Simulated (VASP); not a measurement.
# InP (Fm-3m) in VASP: further runs

Runs on InP. Level: PBEsol. Tasks: single point, relaxation of cell and atoms.

Everything below comes from runs of VASP 6.6.1. Logs are shortened: lines on timing, memory, paths and dates and some standing lists are left out, and cuts for length are marked.

### 1 The cell of the first run

Symmetry: Fm-3m, No. 225, cubic system. Conventional cell: a = 5.456 Å, b = 5.456 Å, c = 5.456 Å, α = 90.00°, β = 90.00°, γ = 90.00°. In (site symmetry m-3m) has 6 P at 2.73 Å within 3.6 Å. P (site symmetry m-3m) has 6 In at 2.73 Å within 3.6 Å.

### 2 Single point, PBEsol

The input, INCAR:

```
ALGO = Normal
EDIFF = 1E-6
ENCUT = 520
GGA = PS
ISIF = 2
ISMEAR = 0
LASPH = T
LCHARG = T
LELF = T
LREAL = F
LVHAR = T
LWAVE = F
NBANDS = 16
NELM = 100
PREC = Accurate
SIGMA = 0.1
```

The input, KPOINTS:

```
k-points
0
Gamma
  12 12 12
```

The input, POSCAR:

```
InP
1.0
    0.0000000000      2.7282328837      2.7282328837
    2.7282328837      0.0000000000      2.7282328837
    2.7282328837      2.7282328837      0.0000000000
In P
1 1
Direct
    0.0000000000      0.0000000000      0.0000000000
    0.5000000000      0.5000000000      0.5000000000
```

Potentials or basis: VASP PAW PBE potentials, release 64 (In_d, P).

Launch:

```
$ cat potpaw_PBE.64/In_d/POTCAR potpaw_PBE.64/P/POTCAR > POTCAR
$ mpirun -np 1 vasp_std > vasp.out
```

OUTCAR:

```text
EDIFF = 1E-6
   ENCUT = 520
   GGA = PS
   ISIF = 2
   ISMEAR = 0
   LASPH = T
   LREAL = F
   NELM = 100
   PREC = Accurate

 ion  position               nearest neighbor table
   1  0.000  0.000  0.000-   2 2.73   2 2.73   2 2.73   2 2.73   2 2.73   2 2.73
   2  0.500  0.500  0.500-   1 2.73   1 2.73   1 2.73   1 2.73   1 2.73   1 2.73

  LATTYP: Found a face centered cubic cell.
 ALAT       =     5.4564657674

  Lattice vectors:

 A1 = (   0.0000000000,   2.7282328837,   2.7282328837)
 A2 = (   2.7282328837,   0.0000000000,   2.7282328837)
 A3 = (   2.7282328837,   2.7282328837,   0.0000000000)

Analysis of symmetry for initial positions (statically):
=====================================================================
 Subroutine PRICEL returns:
 Original cell was already a primitive cell.

 Routine SETGRP: Setting up the symmetry group for a
 face centered cubic supercell.

 Subroutine GETGRP returns: Found 48 space group operations
 (whereof 48 operations were pure point group operations)
 out of a pool of 48 trial point group operations.

The static configuration has the point symmetry O_h .

Analysis of symmetry for dynamics (positions and initial velocities):
=====================================================================
 Subroutine PRICEL returns:
 Original cell was already a primitive cell.

 Routine SETGRP: Setting up the symmetry group for a
 face centered cubic supercell.

 Subroutine GETGRP returns: Found 48 space group operations
 (whereof 48 operations were pure point group operations)
 out of a pool of 48 trial point group operations.

The dynamic configuration has the point symmetry O_h .

 Subroutine INISYM returns: Found 48 space group operations
 (whereof 48 operations are pure point group operations),
 and found     1 'primitive' translations

----------------------------------------------------------------------------------------

                                     Primitive cell

  volume of cell :      40.6139

  direct lattice vectors                    reciprocal lattice vectors
     0.000000000  2.728232884  2.728232884    -0.183268812  0.183268812  0.183268812
     2.728232884  0.000000000  2.728232884     0.183268812 -0.183268812  0.183268812
     2.728232884  2.728232884  0.000000000     0.183268812  0.183268812 -0.183268812

  length of vectors
     3.858303945  3.858303945  3.858303945     0.317430894  0.317430894  0.317430894
[... 80 lines left out ...]
   NELM   =    100;   NELMIN=  2; NELMDL= -5     # of ELM steps
   EDIFF  = 0.1E-05   stopping-criterion for ELM
   LREAL  =      F    real-space projection
   EDIFFG = 0.1E-04   stopping-criterion for IOM
   NSW    =      0    number of steps for IOM
   IBRION =     -1    ionic relax: 0-MD 1-quasi-New 2-CG
   NFREE  =      0    steps in history (QN), initial steepest desc. (CG)
   ISIF   =      2    stress and relaxation
   ISYM   =      2    0-nonsym 1-usesym 2-fastsym
   POTIM  = 0.5000    time-step for ionic-motion
   TEBEG  =    0.0;   TEEND  =   0.0 temperature during run
   PSTRESS=    0.0 pullay stress
   NELECT =      18.0000    total number of electrons
   NUPDOWN=      -1.0000    fix difference up-down
   EMIN   =  10.00;   EMAX   =-10.00  energy-range for DOS
   EFERMI =   0.00;   METHOD = LEGACY
   ISMEAR =     0;   SIGMA  =   0.10  broadening in eV -4-tet -1-fermi 0-gaus
   EFERMI_NEDOS =   21; number of points for ismear=-14 and -15
   IALGO  =     38    algorithm
   IMIX   =      4    mixing-type and parameters
     AMIX     =   0.40;   BMIX     =  1.00
     AMIX_MAG =   1.60;   BMIX_MAG =  1.00
  volume/ion in A,a.u.               =      20.31       137.04
  Fermi-wavevector in a.u.,A,eV,Ry     =   1.248171  2.358702 21.196950  1.557932
  Thomas-Fermi vector in A             =   2.382270
   LORBIT       =      0    0 simple, 1 ext, 2 COOP (PROOUT), +10 PAW based schemes
   GGA     = PS    functional components
   LHFCALC =     F    Hartree Fock is set to
   AEXX    =    0.0000 exact exchange contribution
   IVDW    =     0    specifies the selected vdW correction
   LEPSILON=     F    determine dielectric tensor
   LRPA    =     F    only Hartree local field effects (RPA)
 non-spin polarized calculation
 Gauss-broadening in eV      SIGMA  =   0.10
  energy-cutoff  :      520.00
  volume of cell :       40.61
 maximum number of plane-waves:      1113
 NGX is ok and might be reduce to    30
   NGX = 15   NGY = 15   NGZ = 15

 number of electron      17.9999997 magnetization

 Free energy of the ion-electron system (eV)
  ---------------------------------------------------
  ext. energy  EPLUGINS =         0.00000000
  ---------------------------------------------------
  free energy    TOTEN  =        -8.79570279 eV

  energy without entropy =       -8.79166625  energy(sigma->0) =       -8.79368452

 E-fermi :   7.5092     XC(G=0): -10.7566

 val. band max:        7.4778135468   @ k =   0.3333   0.0000   0.0000
 cond. band min:       7.5782200734   @ k =  -0.4167   0.4167   0.0833
 fundamental gap:      0.1004065266
 Fermi energy:         7.5091698740

 k-point     1 :       0.0000    0.0000    0.0000
  band No.  band energies     occupation
      1      -6.7309      2.00000
      2      -6.7309      2.00000
      3      -6.7068      2.00000
      4      -6.7068      2.00000
      5      -6.7068      2.00000
      6      -4.8800      2.00000
[... 433 lines left out ...]
      3      -6.7039      2.00000
      4      -6.6366      2.00000
      5      -6.6103      2.00000
      6      -2.3070      2.00000
[... 8 lines left out ...]
     15      18.1129      0.00000
     16      19.2984      0.00000

 [... further k-points ...]

------------------------ aborting loop because EDIFF is reached ----------------------------------------

  FORCE on cell =-STRESS in cart. coord.  units (eV):
  Direction    XX          YY          ZZ          XY          YZ          ZX
  --------------------------------------------------------------------------------------
  -------------------------------------------------------------------------------------
  Total        0.0043339      0.0043339      0.0043339     -0.0000000     -0.0000000      0.0000000
  in kB        0.1709663      0.1709663      0.1709663     -0.0000000     -0.0000000      0.0000000
  external PRESSURE =       0.1709663 kB  Pullay stress =       0.0000000 kB

 VOLUME and BASIS-vectors are now :
 -----------------------------------------------------------------------------
  energy-cutoff  :      520.00
  volume of cell :       40.61
      direct lattice vectors                 reciprocal lattice vectors
     0.000000000  2.728232884  2.728232884    -0.183268812  0.183268812  0.183268812
     2.728232884  0.000000000  2.728232884     0.183268812 -0.183268812  0.183268812
     2.728232884  2.728232884  0.000000000     0.183268812  0.183268812 -0.183268812

 POSITION                                       TOTAL-FORCE (eV/Angst)
 -----------------------------------------------------------------------------------
      0.00000      0.00000      0.00000         0.000000      0.000000      0.000000
      2.72823      2.72823      2.72823        -0.000000     -0.000000     -0.000000
 -----------------------------------------------------------------------------------
    total drift:                               -0.000000      0.000000      0.000000

  FREE ENERGIE OF THE ION-ELECTRON SYSTEM (eV)
  ---------------------------------------------------
  free  energy   TOTEN  =        -8.7957027908 eV

  energy  without entropy=       -8.7916662461  energy(sigma->0) =       -8.79368452
```

OSZICAR:

```text
N       E                     dE             d eps       ncg     rms          rms(c)
DAV:   1     0.108571319946E+03    0.10857E+03   -0.85025E+03  2344   0.135E+03
DAV:   2    -0.277599537303E+01   -0.11135E+03   -0.10661E+03  2648   0.308E+02
DAV:   3    -0.895013321392E+01   -0.61741E+01   -0.60869E+01  2960   0.694E+01
DAV:   4    -0.909479408238E+01   -0.14466E+00   -0.14459E+00  2920   0.108E+01
DAV:   5    -0.910191615037E+01   -0.71221E-02   -0.71219E-02  3304   0.212E+00    0.495E+00
DAV:   6    -0.881615860459E+01    0.28576E+00   -0.48462E-01  3480   0.133E+01    0.279E+00
DAV:   7    -0.879829466485E+01    0.17864E-01   -0.85314E-02  3640   0.312E+00    0.107E+00
DAV:   8    -0.879587680050E+01    0.24179E-02   -0.84520E-03  3360   0.127E+00    0.176E-01
DAV:   9    -0.879570634572E+01    0.17045E-03   -0.92989E-04  3600   0.543E-01    0.855E-02
DAV:  10    -0.879570189398E+01    0.44517E-05   -0.60621E-05  3232   0.798E-02    0.491E-02
DAV:  11    -0.879570248321E+01   -0.58923E-06   -0.15992E-05  3472   0.419E-02    0.940E-03
DAV:  12    -0.879570279085E+01   -0.30764E-06   -0.20107E-06  2408   0.135E-02
   1 F= -.87957028E+01 E0= -.87936845E+01  d E =-.403654E-02
```

stdout:

```text
POSCAR found type information on POSCAR InP
 POSCAR found :  2 types and       2 ions
 scaLAPACK will be used
 -----------------------------------------------------------------------------
|                                                                             |
|                                                                             |
|     You enforced a specific xc type in the INCAR file but a different       |
|     I HOPE YOU KNOW WHAT YOU ARE DOING!                                     |
|                                                                             |
 -----------------------------------------------------------------------------

 LDA part: xc-table for (Slater+PW92), standard interpolation
 POSCAR, INCAR and KPOINTS ok, starting setup
 FFT: planning ... GRIDC
 FFT: planning ... GRID_SOFT
 FFT: planning ... GRID
 WAVECAR not read
 entering main loop
```

Wall time 23 s (1 thread of AMD EPYC 9R45 (Zen 5), shared host); peak memory 0.17 GiB.

What came out:

```yaml
Free_energy: -8.7957 eV
Pressure: 0.0 GPa
Band_gap_on_the_k_mesh: zero (band 9 reaches 7.83 eV, above the bottom of band 10 at 4.99 eV)
```

Caveat: the PAW data sets were made with another functional, which shifts forces and pressure a little; spin-orbit coupling is left out, which moves the levels of the heavy elements.

### 3 Relaxation of cell and atoms, PBEsol

This run uses another cell than the first one, of 23.27 Å³/atom, 1.146 times its volume.

The input, INCAR:

```
SYSTEM = InP
PREC = Accurate
ENCUT = 600
EDIFF = 1E-6
ISMEAR = 0
SIGMA = 0.1
LREAL = .False.
LASPH = .True.
NELM = 100
ALGO = Normal
ISIF = 3
LWAVE = .False.
LCHARG = .False.
GGA = PS
IBRION = 2
NSW = 100
EDIFFG = -0.005
```

The input, KPOINTS:

```
regular mesh
0
Gamma
  12 12 12
  0 0 0
```

The input, POSCAR:

```
InP
1.0
    0.0000000000      2.8550000000      2.8550000000
    2.8550000000      0.0000000000      2.8550000000
    2.8550000000      2.8550000000      0.0000000000
In P
1 1
Direct
    0.0000000000      0.0000000000      0.0000000000
    0.5000000000      0.5000000000      0.5000000000
```

Potentials or basis: VASP PAW PBE potentials, release 64 (In_d, P).

Launch:

```
$ cat potpaw_PBE.64/In_d/POTCAR potpaw_PBE.64/P/POTCAR > POTCAR
$ mpirun -np 1 vasp_std > vasp.out
```

Wall time 54 s (1 thread of AMD EPYC 9R45 (Zen 5), shared host); peak memory 0.2 GiB.

The run converged. Its results:

| Property | Result |
| --- | --- |
| Free energy | -8.7965 eV |
| Relaxed volume | 20.33 Å³/atom |
| Relaxed cell | a = 3.860 Å, b = 3.860 Å, c = 3.860 Å, α = 60.00°, β = 60.00°, γ = 60.00° |
| Space group after relaxing (to 0.05 Å) | Fm-3m (No. 225) |
| Energy gained by relaxing | 86.2 meV/atom |
| Ionic steps | 3 |
| Pressure after relaxing | 0.0 GPa |
| Band gap on the k mesh | zero (band 9 reaches 7.82 eV, above the bottom of band 10 at 4.98 eV) |

The path:
```csv
step,energy change (eV),largest force (eV/Å),pressure (GPa),volume (Å³)
1,0.0000,0.0000,-8.20,46.54
2,-0.1524,0.0000,4.01,38.97
3,-0.1724,0.0000,0.00,40.65
```

Final structure:
```
In P
1.0
     0.00000    2.72911    2.72911
     2.72911    0.00000    2.72911
     2.72911    2.72911    0.00000
In P
1 1
Direct
  0.00000 0.00000 0.00000
  0.50000 0.50000 0.50000
```

Levels at points of the mesh, in eV from the Fermi level:
```csv
k point,band 7,band 8,band 9,band 10,band 11,band 12
"(0.00, 0.00, 0.00)",-0.32,-0.32,-0.32,0.81,7.05,7.05
"(0.50, 0.00, 0.00)",-6.95,0.16,0.16,2.40,3.31,3.31
"(0.50, 0.50, 0.00)",-5.29,-2.55,-2.51,-2.51,3.64,10.16
```

Caveat: the PAW data sets were made with another functional, which shifts forces and pressure a little; spin-orbit coupling is left out, which moves the levels of the heavy elements; the volume moved by -13 % from the deposited cell, more than functionals usually miss.

### 4 Single point, PBEsol

The input, INCAR:

```
SYSTEM = InP
  PREC = Accurate
  ENCUT = 520
  EDIFF = 1E-6
  ISMEAR = 0
  SIGMA = 0.1
  LREAL = .FALSE.
  LASPH = .TRUE.
  NELM = 100
  ALGO = Normal
  ISIF = 2
  LWAVE = .FALSE.
  LCHARG = .FALSE.
  GGA = PS
  NBANDS = 16
```

The input, KPOINTS:

```
regular mesh
0
G
  14 14 14
  0 0 0
```

The input, POSCAR:

```
InP
1.0
    0.0000000000      2.7295669360      2.7295669360
    2.7295669360      0.0000000000      2.7295669360
    2.7295669360      2.7295669360      0.0000000000
In P
1 1
Direct
    0.0000000000      0.0000000000      0.0000000000
    0.5000000000      0.5000000000      0.5000000000
```

Launch:

```
$ cat potpaw_PBE.64/In_d/POTCAR potpaw_PBE.64/P/POTCAR > POTCAR
$ mpirun -np 1 vasp_std > vasp.out
```

It took 43 s on 1 thread of AMD EPYC 9R45 (Zen 5), shared host; peak memory 0.18 GiB.

Results (log left out):

* Free energy: -8.7961 eV
* Pressure: 0.0 GPa
* Band gap on the k mesh: zero (band 9 reaches 7.80 eV, above the bottom of band 10 at 4.97 eV)

Levels at points of the mesh, in eV from the Fermi level:
```tsv
k point	band 6	band 7	band 8	band 9	band 10	band 11	band 12	band 13
(0.00, 0.00, 0.00)	-12.32	-0.27	-0.27	-0.27	0.86	7.11	7.11	7.11
(0.50, 0.00, 0.00)	-10.08	-6.88	0.21	0.21	2.46	3.37	3.37	5.52
(0.50, 0.50, 0.00)	-8.82	-5.23	-2.48	-2.46	-2.46	3.70	10.21	10.21
```

Caveat: the PAW data sets were made with another functional, which shifts forces and pressure a little; spin-orbit coupling is left out, which moves the levels of the heavy elements.

(Part 1 of 3 ends here.)
